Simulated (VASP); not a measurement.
# S (Im-3m) in VASP: a series of runs

Runs on S. Level: PBE. Tasks: single point.

Everything below comes from runs of VASP 6.6.1. Logs are shortened: lines on timing, memory, paths and dates and some standing lists are left out, and cuts for length are marked.

## 1. The cell of the first run

The structure is cubic, space group Im-3m (No. 229). The conventional cell has a = 2.385 Å, b = 2.385 Å, c = 2.385 Å, α = 90.00°, β = 90.00°, γ = 90.00°. Within 2.7 Å of S (site symmetry m-3m) lie 14 S at 2.07 to 2.38 Å.

This isn't the form of S at room conditions, which is orthorhombic, of S8 rings.

## 2. Single point, PBE (6.78 Å³/atom)

File INCAR:

```
SYSTEM = S
ALGO = Normal
EDIFF = 1E-7
ENCUT = 520
GGA = PE
ISIF = 2
ISMEAR = -1
LASPH = .True.
LCHARG = .False.
LREAL = .False.
LWAVE = .False.
NBANDS = 9
NELM = 80
PREC = Accurate
SIGMA = 0.1
```

File KPOINTS:

```
k-points
0
Gamma
  16 16 16
  0 0 0
```

File POSCAR:

```
S
1.0
   -1.1923726162      1.1923726162      1.1923726162
    1.1923726162     -1.1923726162      1.1923726162
    1.1923726162      1.1923726162     -1.1923726162
S
1
Direct
    0.0000000000      0.0000000000      0.0000000000
```

Potentials or basis: VASP PAW PBE potentials, release 64 (S).

Launch:

```console
$ cat potpaw_PBE.64/S/POTCAR > POTCAR
$ mpirun -np 1 vasp_std > vasp.out
```

OUTCAR:

```text
SYSTEM = S
   EDIFF = 1E-7
   ENCUT = 520
   GGA = PE
   ISIF = 2
   ISMEAR = -1
   LASPH = .True.
   LREAL = .False.
   NELM = 80
   PREC = Accurate

 ion  position               nearest neighbor table
   1  0.000  0.000  0.000-

  LATTYP: Found a body centered cubic cell.
 ALAT       =     2.3847452324

  Lattice vectors:

 A1 = (  -1.1923726162,   1.1923726162,   1.1923726162)
 A2 = (   1.1923726162,  -1.1923726162,   1.1923726162)
 A3 = (   1.1923726162,   1.1923726162,  -1.1923726162)

Analysis of symmetry for initial positions (statically):
=====================================================================
 Subroutine PRICEL returns:
 Original cell was already a primitive cell.

 Routine SETGRP: Setting up the symmetry group for a
 body centered cubic supercell.

 Subroutine GETGRP returns: Found 48 space group operations
 (whereof 48 operations were pure point group operations)
 out of a pool of 48 trial point group operations.

The static configuration has the point symmetry O_h .

Analysis of symmetry for dynamics (positions and initial velocities):
=====================================================================
 Subroutine PRICEL returns:
 Original cell was already a primitive cell.

 Routine SETGRP: Setting up the symmetry group for a
 body centered cubic supercell.

 Subroutine GETGRP returns: Found 48 space group operations
 (whereof 48 operations were pure point group operations)
 out of a pool of 48 trial point group operations.

The dynamic configuration has the point symmetry O_h .

 Subroutine INISYM returns: Found 48 space group operations
 (whereof 48 operations are pure point group operations),
 and found     1 'primitive' translations

----------------------------------------------------------------------------------------

                                     Primitive cell

  volume of cell :       6.7810

  direct lattice vectors                    reciprocal lattice vectors
    -1.192372616  1.192372616  1.192372616     0.000000000  0.419332005  0.419332005
     1.192372616 -1.192372616  1.192372616     0.419332005  0.000000000  0.419332005
     1.192372616  1.192372616 -1.192372616     0.419332005  0.419332005  0.000000000

  length of vectors
     2.065249953  2.065249953  2.065249953     0.593025009  0.593025009  0.593025009

  position of ions in fractional coordinates (direct lattice)
     0.000000000  0.000000000  0.000000000

  ion indices of the primitive-cell ions
   primitive index   ion index
                 1           1

----------------------------------------------------------------------------------------

 KPOINTS: k-points

Automatic generation of k-mesh.
 Grid dimensions read from file:
 generate k-points for:   16   16   16

 Generating k-lattice:

  Cartesian coordinates                     Fractional coordinates (reciprocal lattice)
     0.000000000  0.026208250  0.026208250     0.062500000  0.000000000  0.000000000
     0.026208250  0.000000000  0.026208250     0.000000000  0.062500000  0.000000000
     0.026208250  0.026208250  0.000000000     0.000000000  0.000000000  0.062500000

  Length of vectors
     0.037064063  0.037064063  0.037064063

  Shift w.r.t. Gamma in fractional coordinates (k-lattice)
     0.000000000  0.000000000  0.000000000

 Subroutine IBZKPT returns following result:
 ===========================================

 Found    145 irreducible k-points:

 Following reciprocal coordinates:
            Coordinates               Weight
  0.000000  0.000000  0.000000      1.000000
  0.062500  0.000000  0.000000     12.000000
  0.125000  0.000000  0.000000     12.000000
  0.187500  0.000000  0.000000     12.000000
  0.250000  0.000000  0.000000     12.000000
  0.312500  0.000000  0.000000     12.000000
[... 16 lines left out ...]
  0.187500  0.187500  0.000000     24.000000
  0.250000  0.187500  0.000000     48.000000
 [... further k-points ...]
   k-points           NKPTS =    145   k-points in BZ     NKDIM =    145   number of bands    NBANDS=      9
   number of dos      NEDOS =    301   number of ions     NIONS =      1
   total plane-waves  NPLWV =   4096
   dimension x,y,z NGX =    16 NGY =   16 NGZ =   16
   dimension x,y,z NGXF=    32 NGYF=   32 NGZF=   32
   ions per type =               1
   NGX,Y,Z   is equivalent  to a cutoff of  12.88, 12.88, 12.88 a.u.
   NGXF,Y,Z  is equivalent  to a cutoff of  25.76, 25.76, 25.76 a.u.
 SYSTEM =  S
   PREC   = accura    normal or accurate (medium, high low for compatibility)
   ISTART =      0    job   : 0-new  1-cont  2-samecut
   ICHARG =      2    charge: 1-file 2-atom 10-const
   ISPIN  =      1    spin polarized calculation?
   LNONCOLLINEAR =      F non collinear calculations
   LSORBIT =      F    spin-orbit coupling
   LASPH  =      T    aspherical Exc in radial PAW
   ENCUT  =  520.0 eV  38.22 Ry    6.18 a.u.   3.84  3.84  3.84*2*pi/ulx,y,z
   NELM   =     80;   NELMIN=  2; NELMDL= -5     # of ELM steps
   EDIFF  = 0.1E-06   stopping-criterion for ELM
   LREAL  =      F    real-space projection
   EDIFFG = 0.1E-05   stopping-criterion for IOM
   NSW    =      0    number of steps for IOM
   IBRION =     -1    ionic relax: 0-MD 1-quasi-New 2-CG
   NFREE  =      0    steps in history (QN), initial steepest desc. (CG)
   ISIF   =      2    stress and relaxation
   ISYM   =      2    0-nonsym 1-usesym 2-fastsym
   POTIM  = 0.5000    time-step for ionic-motion
   TEBEG  =    0.0;   TEEND  =   0.0 temperature during run
   PSTRESS=    0.0 pullay stress
   NELECT =       6.0000    total number of electrons
   NUPDOWN=      -1.0000    fix difference up-down
   EMIN   =  10.00;   EMAX   =-10.00  energy-range for DOS
   EFERMI =   0.00;   METHOD = LEGACY
   ISMEAR =    -1;   SIGMA  =   0.10  broadening in eV -4-tet -1-fermi 0-gaus
   EFERMI_NEDOS =   21; number of points for ismear=-14 and -15
   IALGO  =     38    algorithm
   IMIX   =      4    mixing-type and parameters
     AMIX     =   0.40;   BMIX     =  1.00
     AMIX_MAG =   1.60;   BMIX_MAG =  1.00
  volume/ion in A,a.u.               =       6.78        45.76
  Fermi-wavevector in a.u.,A,eV,Ry     =   1.571665  2.970016 33.608162  2.470130
  Thomas-Fermi vector in A             =   2.673215
   LORBIT       =      0    0 simple, 1 ext, 2 COOP (PROOUT), +10 PAW based schemes
   GGA     = PE    functional components
   LHFCALC =     F    Hartree Fock is set to
   AEXX    =    0.0000 exact exchange contribution
   IVDW    =     0    specifies the selected vdW correction
   LEPSILON=     F    determine dielectric tensor
   LRPA    =     F    only Hartree local field effects (RPA)
 non-spin polarized calculation
  energy-cutoff  :      520.00
  volume of cell :        6.78
 maximum number of plane-waves:       194
   NGX =  7   NGY =  7   NGZ =  7

 number of electron       5.9999999 magnetization

 Free energy of the ion-electron system (eV)
  ---------------------------------------------------
  ext. energy  EPLUGINS =         0.00000000
  ---------------------------------------------------
  free energy    TOTEN  =         1.97883134 eV

  energy without entropy =        1.98750811  energy(sigma->0) =        1.98316973

 E-fermi :  25.3135     XC(G=0): -15.4952

 val. band max:       25.2745591613   @ k =  -0.3125   0.3125   0.3125
 cond. band min:      25.3713984171   @ k =   0.5000   0.5000   0.0625
 fundamental gap:      0.0968392558
 Fermi energy:        25.3134715155

 k-point     1 :       0.0000    0.0000    0.0000
  band No.  band energies     occupation
      1      -4.6560      2.00000
      2      36.6156      0.00000
      3      36.6156      0.00000
      4      36.6156      0.00000
      5      37.9373      0.00000
      6      37.9373      0.00000
      7      37.9373      0.00000
      8      44.5905      0.00000
      9      44.5905      0.00000

 k-point     2 :       0.0625    0.0000    0.0000
  band No.  band energies     occupation
      1      -4.4620      2.00000
      2      34.0977      0.00000
      3      34.7247      0.00000
      4      36.3485      0.00000
      5      37.3234      0.00000
      6      39.4304      0.00000
      7      40.1746      0.00000
      8      43.2125      0.00000
      9      44.3894      0.00000

 k-point     3 :       0.1250    0.0000    0.0000
  band No.  band energies     occupation
      1      -3.8811      2.00000
      2      30.2439      0.00000
      3      32.6388      0.00000
      4      35.6141      0.00000
      5      35.9108      0.00000
      6      39.7029      0.00000
      7      42.6806      0.00000
      8      43.2960      0.00000
      9      44.2576      0.00000

 k-point     4 :       0.1875    0.0000    0.0000
  band No.  band energies     occupation
      1      -2.9157      2.00000
      2      26.0363      0.00145
      3      30.8662      0.00000
      4      34.3060      0.00000
      5      34.6105      0.00000
      6      38.4632      0.00000
      7      44.0150      0.00000
      8      44.6067      0.00000
      9      46.7786      0.00000
[... 205 lines left out ...]
 k-point    22 :       0.4375    0.1250    0.0000
  band No.  band energies     occupation
      1       7.8741      2.00000
      2       8.1997      2.00000
      3      22.2199      2.00000
      4      27.6662      0.00000
      5      34.9814      0.00000
      6      39.4133      0.00000
      7      48.6140      0.00000
      8      49.8955      0.00000
      9      59.7419      0.00000

 k-point    23 :       0.1875    0.1875    0.0000
  band No.  band energies     occupation
      1       0.5304      2.00000
      2      20.9285      2.00000
      3      20.9682      2.00000
      4      29.0107      0.00000
      5      37.9178      0.00000
      6      39.1650      0.00000
      7      45.8427      0.00000
      8      47.7653      0.00000
      9      53.9870      0.00000

 k-point    24 :       0.2500    0.1875    0.0000
  band No.  band energies     occupation
      1       2.4258      2.00000
      2      17.1050      2.00000
      3      19.9023      2.00000
      4      28.0712      0.00000
      5      37.6566      0.00000
      6      39.9843      0.00000
      7      46.3554      0.00000
      8      49.6347      0.00000
      9      56.0367      0.00000

 [... further k-points ...]

------------------------ aborting loop because EDIFF is reached ----------------------------------------

  FORCE on cell =-STRESS in cart. coord.  units (eV):
  Direction    XX          YY          ZZ          XY          YZ          ZX
  --------------------------------------------------------------------------------------
  -------------------------------------------------------------------------------------
  Total       14.4904275     14.4904275     14.4904275      0.0000000      0.0000000     -0.0000000
  in kB     3423.7008355   3423.7008355   3423.7008355      0.0000000      0.0000000     -0.0000000
  external PRESSURE =    3423.7008355 kB  Pullay stress =       0.0000000 kB

 VOLUME and BASIS-vectors are now :
 -----------------------------------------------------------------------------
  energy-cutoff  :      520.00
  volume of cell :        6.78
      direct lattice vectors                 reciprocal lattice vectors
    -1.192372616  1.192372616  1.192372616     0.000000000  0.419332005  0.419332005
     1.192372616 -1.192372616  1.192372616     0.419332005  0.000000000  0.419332005
     1.192372616  1.192372616 -1.192372616     0.419332005  0.419332005  0.000000000

 POSITION                                       TOTAL-FORCE (eV/Angst)
 -----------------------------------------------------------------------------------
      0.00000      0.00000      0.00000        -0.000000      0.000000     -0.000000
 -----------------------------------------------------------------------------------
    total drift:                               -0.000000     -0.000000      0.000000

  FREE ENERGIE OF THE ION-ELECTRON SYSTEM (eV)
  ---------------------------------------------------
  free  energy   TOTEN  =         1.9788313450 eV

  energy  without entropy=        1.9875081142  energy(sigma->0) =        1.98316973
```

It took 7 s on 1 thread of Intel Xeon 8259CL, shared host; peak memory 0.11 GiB.

Results:

| Item | Value |
| --- | --- |
| Free energy | 1.9788 eV |
| Pressure | 342.4 GPa |
| Band gap on the k mesh | zero (bands 3 and 4 overlap by 22.73 eV) |

Caveat: the cell stands under pressure.

## 3. Single point, PBE (6.78 Å³/atom)

File INCAR:

```
ALGO     = Normal         # electronic algorithm
EDIFF    = 1E-6           # SCF threshold, eV
ENCUT    = 520            # plane-wave cutoff, eV
GGA      = PE             # functional
ISIF     = 2              # what is computed and relaxed
ISMEAR   = -1             # smearing method
LASPH    = T              # aspherical terms in the spheres
LCHARG   = F              # write CHGCAR
LREAL    = F              # projectors in reciprocal space
LWAVE    = F              # write WAVECAR
NBANDS   = 9              # bands
NELM     = 100            # most SCF steps
PREC     = Accurate       # precision mode
SIGMA    = 0.1            # smearing width, eV
```

File KPOINTS:

```
k-points
0
Gamma
  16 16 16
```

POSCAR is that of step 2.

Potentials or basis: VASP PAW PBE potentials, release 64 (S).

Launch:

```console
$ cat potpaw_PBE.64/S/POTCAR > POTCAR
$ mpirun -np 1 vasp_std > vasp.out
```

OUTCAR:

```text
EDIFF = 1E-6
   ENCUT = 520
   GGA = PE
   ISIF = 2
   ISMEAR = -1
   LASPH = T
   LREAL = F
   NELM = 100
   PREC = Accurate

 ion  position               nearest neighbor table
   1  0.000  0.000  0.000-

  LATTYP: Found a body centered cubic cell.
 ALAT       =     2.3847452324

  Lattice vectors:

 A1 = (  -1.1923726162,   1.1923726162,   1.1923726162)
 A2 = (   1.1923726162,  -1.1923726162,   1.1923726162)
 A3 = (   1.1923726162,   1.1923726162,  -1.1923726162)

Analysis of symmetry for initial positions (statically):
=====================================================================
 Subroutine PRICEL returns:
 Original cell was already a primitive cell.

 Routine SETGRP: Setting up the symmetry group for a
 body centered cubic supercell.

 Subroutine GETGRP returns: Found 48 space group operations
 (whereof 48 operations were pure point group operations)
 out of a pool of 48 trial point group operations.

The static configuration has the point symmetry O_h .

[... 160 lines left out ...]
 cond. band min:      25.3713984474   @ k =   0.5000   0.5000   0.0625
 fundamental gap:      0.0968392789
 Fermi energy:        25.3134715394

 k-point     1 :       0.0000    0.0000    0.0000
  band No.  band energies     occupation
      1      -4.6560      2.00000
      2      36.6156      0.00000
      3      36.6156      0.00000
      4      36.6156      0.00000
      5      37.9373      0.00000
      6      37.9373      0.00000
      7      37.9373      0.00000
      8      44.5905      0.00000
      9      44.5905      0.00000
[... 265 lines left out ...]
 k-point    24 :       0.2500    0.1875    0.0000
  band No.  band energies     occupation
      1       2.4258      2.00000
      2      17.1050      2.00000
      3      19.9023      2.00000
      4      28.0712      0.00000
      5      37.6566      0.00000
      6      39.9843      0.00000
      7      46.3554      0.00000
      8      49.6347      0.00000
      9      56.0367      0.00000

 [... further k-points ...]

------------------------ aborting loop because EDIFF is reached ----------------------------------------

  FORCE on cell =-STRESS in cart. coord.  units (eV):
  Direction    XX          YY          ZZ          XY          YZ          ZX
  --------------------------------------------------------------------------------------
  -------------------------------------------------------------------------------------
  Total       14.4904275     14.4904275     14.4904275     -0.0000000      0.0000000     -0.0000000
  in kB     3423.7008420   3423.7008420   3423.7008420     -0.0000000      0.0000000     -0.0000000
  external PRESSURE =    3423.7008420 kB  Pullay stress =       0.0000000 kB

 VOLUME and BASIS-vectors are now :
 -----------------------------------------------------------------------------
  energy-cutoff  :      520.00
  volume of cell :        6.78
      direct lattice vectors                 reciprocal lattice vectors
    -1.192372616  1.192372616  1.192372616     0.000000000  0.419332005  0.419332005
     1.192372616 -1.192372616  1.192372616     0.419332005  0.000000000  0.419332005
     1.192372616  1.192372616 -1.192372616     0.419332005  0.419332005  0.000000000

 POSITION                                       TOTAL-FORCE (eV/Angst)
 -----------------------------------------------------------------------------------
      0.00000      0.00000      0.00000        -0.000000      0.000000     -0.000000
 -----------------------------------------------------------------------------------
    total drift:                               -0.000000     -0.000000      0.000000

  FREE ENERGIE OF THE ION-ELECTRON SYSTEM (eV)
  ---------------------------------------------------
  free  energy   TOTEN  =         1.9788313464 eV

  energy  without entropy=        1.9875081156  energy(sigma->0) =        1.98316973
```

OSZICAR:

```text
N       E                     dE             d eps       ncg     rms          rms(c)
DAV:   1     0.998807959100E+01    0.99881E+01   -0.36512E+03  3037   0.601E+02
DAV:   2     0.207635216987E+01   -0.79117E+01   -0.75719E+01  3775   0.807E+01
DAV:   3     0.196832041726E+01   -0.10803E+00   -0.10777E+00  2937   0.699E+00
DAV:   4     0.196821678511E+01   -0.10363E-03   -0.10363E-03  3197   0.241E-01
DAV:   5     0.196821675936E+01   -0.25749E-07   -0.27578E-07  2917   0.349E-03    0.403E+01
DAV:   6     0.197504752067E+01    0.68308E-02   -0.49353E-04  2903   0.167E-01    0.242E+01
DAV:   7     0.197883452547E+01    0.37870E-02   -0.12266E-03  2889   0.263E-01    0.835E-02
DAV:   8     0.197883311949E+01   -0.14060E-05   -0.63448E-06  2977   0.251E-02    0.445E-02
DAV:   9     0.197883133046E+01   -0.17890E-05   -0.22792E-06  2774   0.117E-02    0.479E-03
DAV:  10     0.197883134643E+01    0.15968E-07   -0.11929E-08  1391   0.133E-03
   1 F= 0.19788313E+01 E0= 0.19831697E+01  d E =-.867677E-02
```

stdout:

```text
POSCAR found type information on POSCAR S
 POSCAR found :  1 types and       1 ions
 scaLAPACK will be used
 LDA part: xc-table for (Slater+PW92), standard interpolation
 POSCAR, INCAR and KPOINTS ok, starting setup
 FFT: planning ... GRIDC
 FFT: planning ... GRID_SOFT
 FFT: planning ... GRID
 WAVECAR not read
 entering main loop
```

Wall time 6.6 s (1 thread of Intel Xeon 8259CL, shared host); peak memory 0.11 GiB.

What came out:

- Free energy: 1.9788 eV
- Pressure: 342.4 GPa
- Band gap on the k mesh: zero (bands 3 and 4 overlap by 22.73 eV)

Caveat: the cell stands under pressure.

## 4. Single point, PBE (7.88 Å³/atom)

This run uses another cell than the first one, of 7.88 Å³/atom.

File INCAR:

```
ALGO = Normal ; EDIFF = 1E-6
ENCUT = 520 ; GGA = PE
ISIF = 2 ; ISMEAR = -1
LASPH = True ; LCHARG = False
LREAL = False ; LWAVE = False
NBANDS = 9 ; NELM = 60
PREC = Accurate ; SIGMA = 0.1
```

KPOINTS is that of step 3.

File POSCAR:

```
S
1.0
   -1.2538507473      1.2538507473      1.2538507473
    1.2538507473     -1.2538507473      1.2538507473
    1.2538507473      1.2538507473     -1.2538507473
S
1
Direct
    0.0000000000      0.0000000000      0.0000000000
```

Launch:

```console
$ cat potpaw_PBE.64/S/POTCAR > POTCAR
$ mpirun -np 1 vasp_std > vasp.out
```

It took 8.1 s on 1 thread of Intel Xeon 8259CL, shared host; peak memory 0.11 GiB.

Results (log left out):

```yaml
Free_energy: 0.0961 eV
Pressure: 214.9 GPa
Band_gap_on_the_k_mesh: zero (bands 3 and 4 overlap by 19.39 eV)
```

Levels at points of the mesh, in eV from the Fermi level:
```tsv
k point	band 1	band 2	band 3	band 4	band 5	band 6	band 7	band 8
(0.00, 0.00, 0.00)	-27.04	9.04	9.04	9.04	12.47	12.47	12.47	18.49
(0.50, 0.00, 0.00)	-16.38	-15.70	0.99	5.20	5.46	8.78	24.01	24.83
(0.50, 0.50, 0.50)	-7.29	-7.29	-7.29	-4.95	-1.93	-1.93	30.63	30.63
```

Caveat: the cell stands under pressure.
